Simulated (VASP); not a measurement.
# ZnAu (Pm-3m) in VASP: notebook

ZnAu is run at these levels: LDA, PBEsol, PBE, r2SCAN; tasks: single point.

All numbers are computed with VASP 6.6.1; they aren't measurements. Logs are shortened: lines on timing, memory, paths and dates and some standing lists are left out, and cuts for length are marked.

### Step 1. The cell of the first run

Symmetry: Pm-3m, No. 221, cubic system. Conventional cell: a = 3.095 Å, b = 3.095 Å, c = 3.095 Å, α = 90.00°, β = 90.00°, γ = 90.00°. Within 3.5 Å of Zn (site symmetry m-3m) lie 8 Au at 2.68 Å and 6 Zn at 3.10 Å. Au (site symmetry m-3m) has 8 Zn at 2.68 Å and 6 Au at 3.10 Å within 3.5 Å.

### Step 2. Single point, LDA

INCAR reads:

```
SYSTEM = ZnAu
ALGO = Normal
EDIFF = 1E-6
ENCUT = 520
ISIF = 2
ISMEAR = -1
LASPH = .True.
LCHARG = .True.
LELF = .True.
LREAL = .False.
LVHAR = .True.
LWAVE = .False.
NBANDS = 18
NELM = 100
PREC = Accurate
SIGMA = 0.1
```

KPOINTS reads:

```
k-points
0
Gamma
  10 10 10
  0 0 0
```

POSCAR reads:

```
ZnAu
1.0
    3.0950531850      0.0000000000      0.0000000000
    0.0000000000      3.0950531850      0.0000000000
    0.0000000000      0.0000000000      3.0950531850
Zn Au
1 1
Direct
    0.5000000000      0.5000000000      0.5000000000
    0.0000000000      0.0000000000      0.0000000000
```

Potentials or basis: VASP PAW LDA potentials, release 64 (Zn, Au).

Command:

```console
> cat potpaw_LDA.64/Zn/POTCAR potpaw_LDA.64/Au/POTCAR > POTCAR
> mpirun -np 1 vasp_std > vasp.out
```

OUTCAR:

```text
SYSTEM = ZnAu
   EDIFF = 1E-6
   ENCUT = 520
   ISIF = 2
   ISMEAR = -1
   LASPH = .True.
   LREAL = .False.
   NELM = 100
   PREC = Accurate

 ion  position               nearest neighbor table
   1  0.500  0.500  0.500-   2 2.68   2 2.68   2 2.68   2 2.68   2 2.68   2 2.68   2 2.68   2 2.68

   2  0.000  0.000  0.000-   1 2.68   1 2.68   1 2.68   1 2.68   1 2.68   1 2.68   1 2.68   1 2.68

  LATTYP: Found a simple cubic cell.
 ALAT       =     3.0950531850

  Lattice vectors:

 A1 = (   3.0950531850,   0.0000000000,   0.0000000000)
 A2 = (   0.0000000000,   3.0950531850,   0.0000000000)
 A3 = (   0.0000000000,   0.0000000000,   3.0950531850)

Analysis of symmetry for initial positions (statically):
=====================================================================
 Subroutine PRICEL returns:
 Original cell was already a primitive cell.

 Routine SETGRP: Setting up the symmetry group for a
 simple cubic supercell.

 Subroutine GETGRP returns: Found 48 space group operations
 (whereof 48 operations were pure point group operations)
 out of a pool of 48 trial point group operations.

The static configuration has the point symmetry O_h .

Analysis of symmetry for dynamics (positions and initial velocities):
=====================================================================
 Subroutine PRICEL returns:
 Original cell was already a primitive cell.

 Routine SETGRP: Setting up the symmetry group for a
 simple cubic supercell.

 Subroutine GETGRP returns: Found 48 space group operations
 (whereof 48 operations were pure point group operations)
 out of a pool of 48 trial point group operations.

The dynamic configuration has the point symmetry O_h .

 Subroutine INISYM returns: Found 48 space group operations
 (whereof 48 operations are pure point group operations),
 and found     1 'primitive' translations

----------------------------------------------------------------------------------------

                                     Primitive cell

  volume of cell :      29.6486

  direct lattice vectors                    reciprocal lattice vectors
     3.095053185  0.000000000  0.000000000     0.323096225  0.000000000  0.000000000
     0.000000000  3.095053185  0.000000000     0.000000000  0.323096225  0.000000000
     0.000000000  0.000000000  3.095053185     0.000000000  0.000000000  0.323096225

  length of vectors
     3.095053185  3.095053185  3.095053185     0.323096225  0.323096225  0.323096225

  position of ions in fractional coordinates (direct lattice)
     0.500000000  0.500000000  0.500000000
     0.000000000  0.000000000  0.000000000

  ion indices of the primitive-cell ions
   primitive index   ion index
                 1           1
                 2           2

----------------------------------------------------------------------------------------

 KPOINTS: k-points

Automatic generation of k-mesh.
 Grid dimensions read from file:
 generate k-points for:   10   10   10

 Generating k-lattice:

  Cartesian coordinates                     Fractional coordinates (reciprocal lattice)
     0.032309622  0.000000000  0.000000000     0.100000000  0.000000000  0.000000000
     0.000000000  0.032309622  0.000000000     0.000000000  0.100000000  0.000000000
     0.000000000  0.000000000  0.032309622     0.000000000  0.000000000  0.100000000

  Length of vectors
     0.032309622  0.032309622  0.032309622

  Shift w.r.t. Gamma in fractional coordinates (k-lattice)
     0.000000000  0.000000000  0.000000000

 Subroutine IBZKPT returns following result:
 ===========================================

 Found     56 irreducible k-points:

 Following reciprocal coordinates:
            Coordinates               Weight
  0.000000  0.000000  0.000000      1.000000
  0.100000  0.000000  0.000000      6.000000
  0.200000  0.000000  0.000000      6.000000
  0.300000  0.000000  0.000000      6.000000
  0.400000  0.000000  0.000000      6.000000
  0.500000  0.000000  0.000000      3.000000
[... 16 lines left out ...]
  0.200000  0.100000  0.100000     24.000000
  0.300000  0.100000  0.100000     24.000000
 [... further k-points ...]
   k-points           NKPTS =     56   k-points in BZ     NKDIM =     56   number of bands    NBANDS=     18
   number of dos      NEDOS =    301   number of ions     NIONS =      2
   total plane-waves  NPLWV =  13824
   dimension x,y,z NGX =    24 NGY =   24 NGZ =   24
   dimension x,y,z NGXF=    48 NGYF=   48 NGZF=   48
   ions per type =               1   1
   NGX,Y,Z   is equivalent  to a cutoff of  12.89, 12.89, 12.89 a.u.
   NGXF,Y,Z  is equivalent  to a cutoff of  25.78, 25.78, 25.78 a.u.
 SYSTEM =  ZnAu
   PREC   = accura    normal or accurate (medium, high low for compatibility)
   ISTART =      0    job   : 0-new  1-cont  2-samecut
   ICHARG =      2    charge: 1-file 2-atom 10-const
   ISPIN  =      1    spin polarized calculation?
   LNONCOLLINEAR =      F non collinear calculations
   LSORBIT =      F    spin-orbit coupling
   LASPH  =      T    aspherical Exc in radial PAW
   ENCUT  =  520.0 eV  38.22 Ry    6.18 a.u.   5.75  5.75  5.75*2*pi/ulx,y,z
   NELM   =    100;   NELMIN=  2; NELMDL= -5     # of ELM steps
   EDIFF  = 0.1E-05   stopping-criterion for ELM
   LREAL  =      F    real-space projection
   EDIFFG = 0.1E-04   stopping-criterion for IOM
   NSW    =      0    number of steps for IOM
   IBRION =     -1    ionic relax: 0-MD 1-quasi-New 2-CG
   NFREE  =      0    steps in history (QN), initial steepest desc. (CG)
   ISIF   =      2    stress and relaxation
   ISYM   =      2    0-nonsym 1-usesym 2-fastsym
   POTIM  = 0.5000    time-step for ionic-motion
   TEBEG  =    0.0;   TEEND  =   0.0 temperature during run
   PSTRESS=    0.0 pullay stress
   NELECT =      23.0000    total number of electrons
   NUPDOWN=      -1.0000    fix difference up-down
   EMIN   =  10.00;   EMAX   =-10.00  energy-range for DOS
   EFERMI =   0.00;   METHOD = LEGACY
   ISMEAR =    -1;   SIGMA  =   0.10  broadening in eV -4-tet -1-fermi 0-gaus
   EFERMI_NEDOS =   21; number of points for ismear=-14 and -15
   IALGO  =     38    algorithm
   IMIX   =      4    mixing-type and parameters
     AMIX     =   0.40;   BMIX     =  1.00
     AMIX_MAG =   1.60;   BMIX_MAG =  1.00
  volume/ion in A,a.u.               =      14.82       100.04
  Fermi-wavevector in a.u.,A,eV,Ry     =   1.504236  2.842594 30.786258  2.262726
  Thomas-Fermi vector in A             =   2.615242
   LORBIT       =      0    0 simple, 1 ext, 2 COOP (PROOUT), +10 PAW based schemes
   GGA     = CA    functional components
   LHFCALC =     F    Hartree Fock is set to
   AEXX    =    0.0000 exact exchange contribution
   IVDW    =     0    specifies the selected vdW correction
   LEPSILON=     F    determine dielectric tensor
   LRPA    =     F    only Hartree local field effects (RPA)
 non-spin polarized calculation
  energy-cutoff  :      520.00
  volume of cell :       29.65
 maximum number of plane-waves:       840
 NGX is ok and might be reduce to    24
   NGX = 11   NGY = 11   NGZ = 11

 number of electron      22.9999963 magnetization

 Free energy of the ion-electron system (eV)
  ---------------------------------------------------
  ext. energy  EPLUGINS =         0.00000000
  ---------------------------------------------------
  free energy    TOTEN  =        -6.76821234 eV

  energy without entropy =       -6.75410416  energy(sigma->0) =       -6.76115825

 E-fermi :   7.5610     XC(G=0): -12.9624

 val. band max:        7.3890015206   @ k =   0.5000   0.4000   0.3000
 cond. band min:       7.5740161400   @ k =   0.3000   0.1000   0.1000
 fundamental gap:      0.1850146195
 Fermi energy:         7.5609828476

 k-point     1 :       0.0000    0.0000    0.0000
  band No.  band energies     occupation
      1      -3.5970      2.00000
      2      -0.9244      2.00000
      3      -0.9244      2.00000
      4      -0.1277      2.00000
      5      -0.1277      2.00000
      6      -0.1277      2.00000
[... 10 lines left out ...]
     17      20.1242      0.00000
     18      26.0404      0.00000

 k-point     2 :       0.1000    0.0000    0.0000
  band No.  band energies     occupation
      1      -3.4122      2.00000
      2      -0.8796      2.00000
      3      -0.8647      2.00000
      4      -0.1294      2.00000
      5      -0.1294      2.00000
      6      -0.1106      2.00000
[... 10 lines left out ...]
     17      20.9544      0.00000
     18      26.0390      0.00000

 k-point     3 :       0.2000    0.0000    0.0000
  band No.  band energies     occupation
      1      -2.8750      2.00000
      2      -0.7552      2.00000
      3      -0.7108      2.00000
      4      -0.1322      2.00000
      5      -0.1322      2.00000
      6      -0.0652      2.00000
[... 10 lines left out ...]
     17      23.3831      0.00000
     18      25.2990      0.00000

 k-point     4 :       0.3000    0.0000    0.0000
  band No.  band energies     occupation
      1      -2.0462      2.00000
      2      -0.5837      2.00000
      3      -0.5270      2.00000
      4      -0.1315      2.00000
      5      -0.1315      2.00000
      6      -0.0073      2.00000
[... 375 lines left out ...]
      4      -0.1652      2.00000
      5      -0.1652      2.00000
      6      -0.0393      2.00000
[... 10 lines left out ...]
     17      20.8537      0.00000
     18      25.1617      0.00000

 k-point    23 :       0.2000    0.1000    0.1000
  band No.  band energies     occupation
      1      -2.5388      2.00000
      2      -0.6721      2.00000
      3      -0.6259      2.00000
      4      -0.1970      2.00000
      5      -0.1750      2.00000
      6      -0.0075      2.00000
[... 10 lines left out ...]
     17      23.1110      0.00000
     18      23.3209      0.00000

 k-point    24 :       0.3000    0.1000    0.1000
  band No.  band energies     occupation
      1      -1.7737      2.00000
      2      -0.5336      2.00000
      3      -0.4622      2.00000
      4      -0.1855      2.00000
      5      -0.1762      2.00000
      6       0.0004      2.00000
[... 10 lines left out ...]
     17      21.0002      0.00000
     18      22.8557      0.00000

 [... further k-points ...]

------------------------ aborting loop because EDIFF is reached ----------------------------------------

  FORCE on cell =-STRESS in cart. coord.  units (eV):
  Direction    XX          YY          ZZ          XY          YZ          ZX
  --------------------------------------------------------------------------------------
  -------------------------------------------------------------------------------------
  Total        0.1318532      0.1318532      0.1318532     -0.0000000      0.0000000      0.0000000
  in kB        7.1251993      7.1251993      7.1251993     -0.0000000      0.0000000      0.0000000
  external PRESSURE =       7.1251993 kB  Pullay stress =       0.0000000 kB

 VOLUME and BASIS-vectors are now :
 -----------------------------------------------------------------------------
  energy-cutoff  :      520.00
  volume of cell :       29.65
      direct lattice vectors                 reciprocal lattice vectors
     3.095053185  0.000000000  0.000000000     0.323096225  0.000000000  0.000000000
     0.000000000  3.095053185  0.000000000     0.000000000  0.323096225  0.000000000
     0.000000000  0.000000000  3.095053185     0.000000000  0.000000000  0.323096225

 POSITION                                       TOTAL-FORCE (eV/Angst)
 -----------------------------------------------------------------------------------
      1.54753      1.54753      1.54753         0.000000      0.000000      0.000000
      0.00000      0.00000      0.00000         0.000000      0.000000      0.000000
 -----------------------------------------------------------------------------------
    total drift:                                0.000000      0.000000     -0.000000

  FREE ENERGIE OF THE ION-ELECTRON SYSTEM (eV)
  ---------------------------------------------------
  free  energy   TOTEN  =        -6.7682123351 eV

  energy  without entropy=       -6.7541041588  energy(sigma->0) =       -6.76115825
```

Run time: 12 s. Hardware: 1 thread of Intel Xeon 8259CL, shared host; peak memory 0.15 GiB.

Results:

* Free energy: -6.7682 eV
* Pressure: 0.7 GPa
* Band gap on the k mesh: zero (an odd number of electrons rules out a gap without spin polarisation)

Levels at points of the mesh, in eV from the Fermi level:
```
           k point  band 9  band 10  band 11  band 12  band 13  band 14
(0.00, 0.00, 0.00)   -3.86    -3.86    -3.86     4.96     4.96     4.96
(0.50, 0.00, 0.00)   -5.18    -5.18    -4.05    -2.42    10.55    11.41
(0.50, 0.50, 0.00)   -4.22    -3.23    -2.23    -2.23     0.98     2.71
(0.50, 0.50, 0.50)   -3.18    -3.18     1.36     3.79     3.79     3.79
```

Caveat: spin-orbit coupling is left out, which moves the levels of the heavy elements.

### Step 3. Single point, PBEsol

This run uses another cell than the first one, of 15.30 Å³/atom.

INCAR reads:

```
PREC = Accurate
ENCUT = 520
EDIFF = 1E-6
ISMEAR = -1
SIGMA = 0.1
LREAL = F
LASPH = T
NELM = 100
ALGO = Normal
ISIF = 2
LWAVE = F
LCHARG = F
GGA = PS
NBANDS = 18
```

KPOINTS reads:

```
regular mesh
0
Gamma
  10 10 10
```

POSCAR reads:

```
ZnAu
1.0
    3.1277155381      0.0000000000      0.0000000000
    0.0000000000      3.1277155381      0.0000000000
    0.0000000000      0.0000000000      3.1277155381
Zn Au
1 1
Direct
    0.5000000000      0.5000000000      0.5000000000
    0.0000000000      0.0000000000      0.0000000000
```

Potentials or basis: VASP PAW PBE potentials, release 64 (Zn, Au).

Command:

```console
> cat potpaw_PBE.64/Zn/POTCAR potpaw_PBE.64/Au/POTCAR > POTCAR
> mpirun -np 1 vasp_std > vasp.out
```

Run time: 12 s. Hardware: 1 thread of Intel Xeon 8259CL, shared host; peak memory 0.16 GiB.

The run converged. Its results:

```yaml
Free_energy: -5.9625 eV
Pressure: 0.2 GPa
Band_gap_on_the_k_mesh: zero (an odd number of electrons rules out a gap without spin polarisation)
```

Levels at points of the mesh, in eV from the Fermi level:
```tsv
k point	band 9	band 10	band 11	band 12	band 13	band 14
(0.00, 0.00, 0.00)	-3.77	-3.77	-3.77	4.98	4.98	4.98
(0.50, 0.00, 0.00)	-5.00	-5.00	-3.94	-2.39	10.44	11.22
(0.50, 0.50, 0.00)	-4.11	-3.17	-2.10	-2.10	0.87	2.60
(0.50, 0.50, 0.50)	-3.12	-3.12	1.42	3.65	3.74	3.74
```

Caveat: the PAW data sets were made with another functional, which shifts forces and pressure a little; spin-orbit coupling is left out, which moves the levels of the heavy elements.

### Step 4. Single point, PBE

This run uses another cell than the first one, of 16.17 Å³/atom.

INCAR reads:

```
  PREC = Accurate
  ENCUT = 520
  EDIFF = 1E-6
  ISMEAR = -1
  SIGMA = 0.1
  LREAL = False
  LASPH = True
  NELM = 100
  ALGO = Normal
  ISIF = 2
  LWAVE = False
  LCHARG = False
  GGA = PE
  NBANDS = 18
```

KPOINTS is that of step 3.

POSCAR reads:

```
ZnAu
1.0
    3.1858624086      0.0000000000      0.0000000000
    0.0000000000      3.1858624086      0.0000000000
    0.0000000000      0.0000000000      3.1858624086
Zn Au
1 1
Direct
    0.5000000000      0.5000000000      0.5000000000
    0.0000000000      0.0000000000      0.0000000000
```

Potentials or basis: VASP PAW PBE potentials, release 64 (Zn, Au).

Command:

```console
> cat potpaw_PBE.64/Zn/POTCAR potpaw_PBE.64/Au/POTCAR > POTCAR
> mpirun -np 1 vasp_std > vasp.out
```

OUTCAR:

```text
PREC = Accurate
   ENCUT = 520
   EDIFF = 1E-6
   ISMEAR = -1
   LREAL = False
   LASPH = True
   NELM = 100
   ISIF = 2
   GGA = PE

 ion  position               nearest neighbor table
   1  0.500  0.500  0.500-   2 2.76   2 2.76   2 2.76   2 2.76   2 2.76   2 2.76   2 2.76   2 2.76

   2  0.000  0.000  0.000-   1 2.76   1 2.76   1 2.76   1 2.76   1 2.76   1 2.76   1 2.76   1 2.76

  LATTYP: Found a simple cubic cell.
 ALAT       =     3.1858624086

  Lattice vectors:

 A1 = (   3.1858624086,   0.0000000000,   0.0000000000)
 A2 = (   0.0000000000,   3.1858624086,   0.0000000000)
 A3 = (   0.0000000000,   0.0000000000,   3.1858624086)

Analysis of symmetry for initial positions (statically):
=====================================================================
 Subroutine PRICEL returns:
 Original cell was already a primitive cell.

 Routine SETGRP: Setting up the symmetry group for a
 simple cubic supercell.

 Subroutine GETGRP returns: Found 48 space group operations
 (whereof 48 operations were pure point group operations)
 out of a pool of 48 trial point group operations.

The static configuration has the point symmetry O_h .

[... 158 lines left out ...]
  energy without entropy =       -4.74239888  energy(sigma->0) =       -4.75037231

 E-fermi :   6.6393     XC(G=0): -12.1694

 val. band max:        6.5347359876   @ k =   0.5000   0.5000   0.2000
 cond. band min:       6.6552533796   @ k =   0.3000   0.1000   0.1000
 fundamental gap:      0.1205173920
 Fermi energy:         6.6392558993

 k-point     1 :       0.0000    0.0000    0.0000
  band No.  band energies     occupation
      1      -3.6298      2.00000
      2      -1.3062      2.00000
      3      -1.3062      2.00000
      4      -0.6971      2.00000
      5      -0.6971      2.00000
      6      -0.6971      2.00000
[... 481 lines left out ...]
      5      -0.7257      2.00000
      6      -0.5941      2.00000
[... 10 lines left out ...]
     17      19.3559      0.00000
     18      21.1013      0.00000

 [... further k-points ...]

------------------------ aborting loop because EDIFF is reached ----------------------------------------

  FORCE on cell =-STRESS in cart. coord.  units (eV):
  Direction    XX          YY          ZZ          XY          YZ          ZX
  --------------------------------------------------------------------------------------
  -------------------------------------------------------------------------------------
  Total        0.0076569      0.0076569      0.0076569     -0.0000000     -0.0000000      0.0000000
  in kB        0.3793851      0.3793851      0.3793851     -0.0000000     -0.0000000      0.0000000
  external PRESSURE =       0.3793851 kB  Pullay stress =       0.0000000 kB

 VOLUME and BASIS-vectors are now :
 -----------------------------------------------------------------------------
  energy-cutoff  :      520.00
  volume of cell :       32.34
      direct lattice vectors                 reciprocal lattice vectors
     3.185862409  0.000000000  0.000000000     0.313886751  0.000000000  0.000000000
     0.000000000  3.185862409  0.000000000     0.000000000  0.313886751  0.000000000
     0.000000000  0.000000000  3.185862409     0.000000000  0.000000000  0.313886751

 POSITION                                       TOTAL-FORCE (eV/Angst)
 -----------------------------------------------------------------------------------
      1.59293      1.59293      1.59293         0.000000      0.000000      0.000000
      0.00000      0.00000      0.00000         0.000000      0.000000      0.000000
 -----------------------------------------------------------------------------------
    total drift:                                0.000000      0.000000     -0.000000

  FREE ENERGIE OF THE ION-ELECTRON SYSTEM (eV)
  ---------------------------------------------------
  free  energy   TOTEN  =        -4.7583457395 eV

  energy  without entropy=       -4.7423988843  energy(sigma->0) =       -4.75037231
```

Wall time 14 s (1 thread of Intel Xeon 8259CL, shared host); peak memory 0.16 GiB.

Results:

```
Free energy            : -4.7583 eV
Pressure               : 0.0 GPa
Band gap on the k mesh : zero (an odd number of electrons rules out a gap without spin polarisation)
```

Caveat: spin-orbit coupling is left out, which moves the levels of the heavy elements.

[end of part 1 of 2]
